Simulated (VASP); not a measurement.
# NiO (Fm-3m) in VASP: settings compared, part 2 of 3

VASP 6.6.1.

## 3. Single point, revPBE, collinear spin, ferromagnetic start

Contents of INCAR:

```
SYSTEM = NiO
PREC = Accurate
ENCUT = 520
EDIFF = 1E-6
ISMEAR = -1
SIGMA = 0.05
LREAL = .FALSE.
LASPH = .TRUE.
NELM = 150
ALGO = Normal
ISIF = 2
LWAVE = .FALSE.
LCHARG = .FALSE.
ISPIN = 2
MAGMOM = 1 0
LORBIT = 11
LMAXMIX = 4
GGA = RE
NBANDS = 19
```

Contents of KPOINTS:

```
Automatic mesh
0
G
  6 6 6
  0 0 0
```

Contents of POSCAR:

```
NiO
1.0
    0.0000000000      2.0913095100      2.0913095100
    2.0913095100      0.0000000000      2.0913095100
    2.0913095100      2.0913095100      0.0000000000
Ni O
1 1
Direct
    0.0000000000      0.0000000000      0.0000000000
    0.5000000000      0.5000000000      0.5000000000
```

Potentials or basis: VASP PAW PBE potentials, release 64 (Ni, O).

Started as:

```console
$ cat potpaw_PBE.64/Ni/POTCAR potpaw_PBE.64/O/POTCAR > POTCAR
$ mpirun -np 1 vasp_std > vasp.out
```

OUTCAR:

```text
SYSTEM = NiO
   PREC = Accurate
   ENCUT = 520
   EDIFF = 1E-6
   ISMEAR = -1
   LREAL = .FALSE.
   LASPH = .TRUE.
   NELM = 150
   ISIF = 2
   ISPIN = 2
   LORBIT = 11
   GGA = RE

 ion  position               nearest neighbor table
   1  0.000  0.000  0.000-   2 2.09   2 2.09   2 2.09   2 2.09   2 2.09   2 2.09
   2  0.500  0.500  0.500-   1 2.09   1 2.09   1 2.09   1 2.09   1 2.09   1 2.09

  LATTYP: Found a face centered cubic cell.
 ALAT       =     4.1826190200

  Lattice vectors:

 A1 = (   0.0000000000,   2.0913095100,   2.0913095100)
 A2 = (   2.0913095100,   0.0000000000,   2.0913095100)
 A3 = (   2.0913095100,   2.0913095100,   0.0000000000)

Analysis of symmetry for initial positions (statically):
=====================================================================
 Subroutine PRICEL returns:
 Original cell was already a primitive cell.

 Routine SETGRP: Setting up the symmetry group for a
 face centered cubic supercell.

 Subroutine GETGRP returns: Found 48 space group operations
 (whereof 48 operations were pure point group operations)
 out of a pool of 48 trial point group operations.

The static configuration has the point symmetry O_h .

Analysis of symmetry for dynamics (positions and initial velocities):
=====================================================================
 Subroutine PRICEL returns:
 Original cell was already a primitive cell.

 Routine SETGRP: Setting up the symmetry group for a
 face centered cubic supercell.

 Subroutine GETGRP returns: Found 48 space group operations
 (whereof 48 operations were pure point group operations)
 out of a pool of 48 trial point group operations.

The dynamic configuration has the point symmetry O_h .

Analysis of structural, dynamic, and magnetic symmetry:
=====================================================================
 Subroutine PRICEL returns:
 Original cell was already a primitive cell.

 Routine SETGRP: Setting up the symmetry group for a
 face centered cubic supercell.

 Subroutine GETGRP returns: Found 48 space group operations
 (whereof 48 operations were pure point group operations)
 out of a pool of 48 trial point group operations.

The overall configuration has the point symmetry O_h .

 Subroutine INISYM returns: Found 48 space group operations
 (whereof 48 operations are pure point group operations),
 and found     1 'primitive' translations

----------------------------------------------------------------------------------------

                                     Primitive cell

  volume of cell :      18.2930

  direct lattice vectors                    reciprocal lattice vectors
     0.000000000  2.091309510  2.091309510    -0.239084649  0.239084649  0.239084649
     2.091309510  0.000000000  2.091309510     0.239084649 -0.239084649  0.239084649
     2.091309510  2.091309510  0.000000000     0.239084649  0.239084649 -0.239084649

  length of vectors
     2.957558272  2.957558272  2.957558272     0.414106759  0.414106759  0.414106759

  position of ions in fractional coordinates (direct lattice)
     0.000000000  0.000000000  0.000000000
     0.500000000  0.500000000  0.500000000

[... 57 lines left out ...]
 SYSTEM =  NiO
   PREC   = accura    normal or accurate (medium, high low for compatibility)
   ISTART =      0    job   : 0-new  1-cont  2-samecut
   ICHARG =      2    charge: 1-file 2-atom 10-const
   ISPIN  =      2    spin polarized calculation?
   LNONCOLLINEAR =      F non collinear calculations
   LSORBIT =      F    spin-orbit coupling
   LASPH  =      T    aspherical Exc in radial PAW
   ENCUT  =  520.0 eV  38.22 Ry    6.18 a.u.   5.50  5.50  5.50*2*pi/ulx,y,z
   NELM   =    150;   NELMIN=  2; NELMDL= -5     # of ELM steps
   EDIFF  = 0.1E-05   stopping-criterion for ELM
   LREAL  =      F    real-space projection
   EDIFFG = 0.1E-04   stopping-criterion for IOM
   NSW    =      0    number of steps for IOM
   IBRION =     -1    ionic relax: 0-MD 1-quasi-New 2-CG
   NFREE  =      0    steps in history (QN), initial steepest desc. (CG)
   ISIF   =      2    stress and relaxation
   ISYM   =      2    0-nonsym 1-usesym 2-fastsym
   POTIM  = 0.5000    time-step for ionic-motion
   TEBEG  =    0.0;   TEEND  =   0.0 temperature during run
   PSTRESS=    0.0 pullay stress
   NELECT =      16.0000    total number of electrons
   NUPDOWN=      -1.0000    fix difference up-down
   EMIN   =  10.00;   EMAX   =-10.00  energy-range for DOS
   EFERMI =   0.00;   METHOD = LEGACY
   ISMEAR =    -1;   SIGMA  =   0.05  broadening in eV -4-tet -1-fermi 0-gaus
   EFERMI_NEDOS =   21; number of points for ismear=-14 and -15
   IALGO  =     38    algorithm
   IMIX   =      4    mixing-type and parameters
     AMIX     =   0.40;   BMIX     =  1.00
     AMIX_MAG =   1.60;   BMIX_MAG =  1.00
  volume/ion in A,a.u.               =       9.15        61.72
  Fermi-wavevector in a.u.,A,eV,Ry     =   1.565621  2.958594 33.350161  2.451168
  Thomas-Fermi vector in A             =   2.668070
   LORBIT       =     11    0 simple, 1 ext, 2 COOP (PROOUT), +10 PAW based schemes
   GGA     = RE    functional components
   LHFCALC =     F    Hartree Fock is set to
   AEXX    =    0.0000 exact exchange contribution
   IVDW    =     0    specifies the selected vdW correction
   LEPSILON=     F    determine dielectric tensor
   LRPA    =     F    only Hartree local field effects (RPA)
 spin polarized calculation
  energy-cutoff  :      520.00
  volume of cell :       18.29
 maximum number of plane-waves:       531
 NGX is ok and might be reduce to    24
   NGX = 11   NGY = 11   NGZ = 11

 number of electron      16.0000005 magnetization       1.7499463

 Free energy of the ion-electron system (eV)
  ---------------------------------------------------
  ext. energy  EPLUGINS =         0.00000000
  ---------------------------------------------------
  free energy    TOTEN  =       -10.74380847 eV

  energy without entropy =      -10.73813142  energy(sigma->0) =      -10.74096994

 E-fermi :   8.0385     XC(G=0): -12.5211

 val. band max:        7.9783093139   @ k =  -0.1667   0.1667   0.0000
 cond. band min:       8.1079145048   @ k =  -0.3333   0.1667   0.0000
 fundamental gap:      0.1296051909
 Fermi energy:         8.0385196336

 spin component 1

 k-point     1 :       0.0000    0.0000    0.0000
  band No.  band energies     occupation
      1     -12.4351      1.00000
      2       4.8063      1.00000
      3       4.8064      1.00000
      4       4.9735      1.00000
      5       4.9735      1.00000
      6       4.9735      1.00000
[... 328 lines left out ...]
      5       5.5336      1.00000
      6       5.6126      1.00000
[... 11 lines left out ...]
     18      40.6043      0.00000
     19      43.3591      0.00000
 Fermi energy:         8.0385196336

 spin component 2

 k-point     1 :       0.0000    0.0000    0.0000
  band No.  band energies     occupation
      1     -11.9989      1.00000
      2       5.4846      1.00000
      3       5.4846      1.00000
      4       5.4846      1.00000
      5       6.1102      1.00000
      6       6.1103      1.00000
[... 329 lines left out ...]
      6       7.1021      1.00000
[... 11 lines left out ...]
     18      40.6762      0.00000
     19      43.7145      0.00000

------------------------ aborting loop because EDIFF is reached ----------------------------------------

  FORCE on cell =-STRESS in cart. coord.  units (eV):
  Direction    XX          YY          ZZ          XY          YZ          ZX
  --------------------------------------------------------------------------------------
  -------------------------------------------------------------------------------------
  Total        0.9979394      0.9979394      0.9979394      0.0000000      0.0000000     -0.0000000
  in kB       87.4037028     87.4037028     87.4037028      0.0000000      0.0000000     -0.0000000
  external PRESSURE =      87.4037028 kB  Pullay stress =       0.0000000 kB

 VOLUME and BASIS-vectors are now :
 -----------------------------------------------------------------------------
  energy-cutoff  :      520.00
  volume of cell :       18.29
      direct lattice vectors                 reciprocal lattice vectors
     0.000000000  2.091309510  2.091309510    -0.239084649  0.239084649  0.239084649
     2.091309510  0.000000000  2.091309510     0.239084649 -0.239084649  0.239084649
     2.091309510  2.091309510  0.000000000     0.239084649  0.239084649 -0.239084649

 POSITION                                       TOTAL-FORCE (eV/Angst)
 -----------------------------------------------------------------------------------
      0.00000      0.00000      0.00000        -0.000000     -0.000000     -0.000000
      2.09131      2.09131      2.09131         0.000000      0.000000      0.000000
 -----------------------------------------------------------------------------------
    total drift:                                0.000000     -0.000000     -0.000000

  FREE ENERGIE OF THE ION-ELECTRON SYSTEM (eV)
  ---------------------------------------------------
  free  energy   TOTEN  =       -10.7438084737 eV

  energy  without entropy=      -10.7381314159  energy(sigma->0) =      -10.74096994

 total charge

# of ion       s       p       d       tot
------------------------------------------
    1        0.328   0.399   8.239   8.967
    2        1.561   3.428   0.000   4.989
--------------------------------------------------
tot          1.889   3.827   8.239  13.956

 magnetization (x)

# of ion       s       p       d       tot
------------------------------------------
    1        0.011   0.015   1.417   1.442
    2        0.027   0.238   0.000   0.265
--------------------------------------------------
tot          0.038   0.253   1.417   1.708
```

OSZICAR:

```text
N       E                     dE             d eps       ncg     rms          rms(c)
DAV:   1     0.888555101054E+02    0.88856E+02   -0.69806E+03  1304   0.104E+03
DAV:   2    -0.756870837740E+01   -0.96424E+02   -0.83994E+02  1295   0.241E+02
DAV:   3    -0.127928311703E+02   -0.52241E+01   -0.50117E+01  1388   0.564E+01
DAV:   4    -0.128396155195E+02   -0.46784E-01   -0.46727E-01  1358   0.514E+00
DAV:   5    -0.128403544321E+02   -0.73891E-03   -0.73884E-03  1346   0.651E-01    0.144E+01
DAV:   6    -0.119230354065E+02    0.91732E+00   -0.10832E+01  1544   0.568E+01    0.167E+01
DAV:   7    -0.107176995619E+02    0.12053E+01   -0.45750E+00  1472   0.454E+01    0.684E+00
DAV:   8    -0.107585311680E+02   -0.40832E-01   -0.24661E-01  1440   0.858E+00    0.414E+00
DAV:   9    -0.107227180525E+02    0.35813E-01   -0.11120E-01  1668   0.737E+00    0.214E+00
DAV:  10    -0.107459570386E+02   -0.23239E-01   -0.25242E-02  1494   0.209E+00    0.125E+00
DAV:  11    -0.107425235412E+02    0.34335E-02   -0.27788E-02  1576   0.435E+00    0.425E-01
DAV:  12    -0.107437726448E+02   -0.12491E-02   -0.35312E-03  1437   0.102E+00    0.519E-02
DAV:  13    -0.107437943246E+02   -0.21680E-04   -0.34142E-04  1357   0.166E-01    0.444E-02
DAV:  14    -0.107437959066E+02   -0.15820E-05   -0.86909E-06  1495   0.417E-02    0.362E-02
DAV:  15    -0.107438083582E+02   -0.12452E-04   -0.10606E-05  1359   0.847E-02    0.594E-03
DAV:  16    -0.107438084737E+02   -0.11551E-06   -0.18703E-06  1255   0.193E-02
   1 F= -.10743808E+02 E0= -.10740970E+02  d E =-.567706E-02  mag=     1.7497
```

Wall time 10 s (1 thread of Intel Xeon Platinum 8559C (Emerald Rapids), shared host); peak memory 0.15 GiB.

Results:

```
Free energy                                           : -10.7438 eV
Pressure                                              : 8.7 GPa
Net moment                                            : 1.75 μB per cell
Site moments                                          : Ni +1.44; O +0.27 μB
Valence electrons inside the program's atomic spheres : Ni 8.97; O 4.99
```

Levels at points of the mesh, in eV from the Fermi level:
Spin up:
```tsv
k point	band 7	band 8	band 9	band 10	band 11	band 12
(0.00, 0.00, 0.00)	-2.74	-2.74	-2.74	1.45	17.80	18.83
(0.50, 0.00, 0.00)	-1.52	0.18	0.18	5.54	9.90	13.96
(0.50, 0.50, 0.00)	-2.36	-1.75	-1.75	6.09	10.51	12.14
```
Spin down:
| k point | band 5 | band 6 | band 7 | band 8 | band 9 | band 10 |
| --- | --- | --- | --- | --- | --- | --- |
| (0.00, 0.00, 0.00) | -1.93 | -1.93 | -1.93 | -0.62 | -0.62 | 1.80 |
| (0.50, 0.00, 0.00) | -1.04 | -1.04 | -0.67 | 2.16 | 2.16 | 5.70 |
| (0.50, 0.50, 0.00) | -2.89 | -0.86 | -0.86 | -0.20 | 0.32 | 6.55 |

Caveat: the k points lie up to 0.43 Å⁻¹ apart; the PAW data sets were made with another functional, which shifts forces and pressure a little; a cell with one magnetic atom can't hold antiferromagnetic order, which such compounds often take; semilocal functionals often make such compounds metallic where correlation or magnetic order opens a gap, which also shifts bond lengths.

(Continued in part 3 of 3.)
